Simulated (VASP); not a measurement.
Wanted: the native input for a VASP 6.6.1 run.

| Property | Result |
| --- | --- |
| Task | single point |
| Functional | PBE |
| Potentials or basis | VASP PAW PBE potentials, release 64 (Ga_d, N) |
| Cutoff | 520 eV |
| k mesh | 10 × 10 × 10 |
| Occupations | fermi-dirac, width 0.02 eV |
| Spin | no spin polarisation |
| Dipole correction | no |
| Further INCAR settings | ALGO = Normal; EDIFF = 1e-06; NBANDS = 16 |

The structure of GaN lies in POSCAR:

```
GaN
1.0
    0.0000000000      2.1814839673      2.3186309995
    2.1814839673      0.0000000000      2.3186309995
    2.1814839673      2.1814839673      0.0000000000
Ga N
1 1
Direct
    0.0000000000      0.0000000000      0.0000000000
    0.2500000000      0.2500000000      0.2500000000
```

This cell differs from its parent crystal: epitaxial xy strain -3.0%.

The input as run:

INCAR

```
PREC = Accurate
ENCUT = 520
EDIFF = 1E-6
ISMEAR = -1
SIGMA = 0.02
LREAL = False
LASPH = True
NELM = 80
ALGO = Normal
ISIF = 2
LWAVE = False
LCHARG = False
GGA = PE
NBANDS = 16
```

KPOINTS

```
Automatic mesh
0
Gamma
  10 10 10
```

Potentials or basis: VASP PAW PBE potentials, release 64 (Ga_d, N).

The run is started by

```bash
$ cat potpaw_PBE.64/Ga_d/POTCAR potpaw_PBE.64/N/POTCAR > POTCAR
$ mpirun -np 1 vasp_std > vasp.out
```

Results of the run:

- Pressure: 12.4 GPa
- Band gap on the k mesh: 1.84 eV, direct

Caveat: the cell differs from its parent crystal (epitaxial xy strain -3.0%).

It took 22 s on 1 thread of Intel(R) Xeon(R) Platinum 8259CL CPU @ 2.50GHz (Skylake/Cascade Lake), with other jobs on the host, peak memory 0.16 GiB.
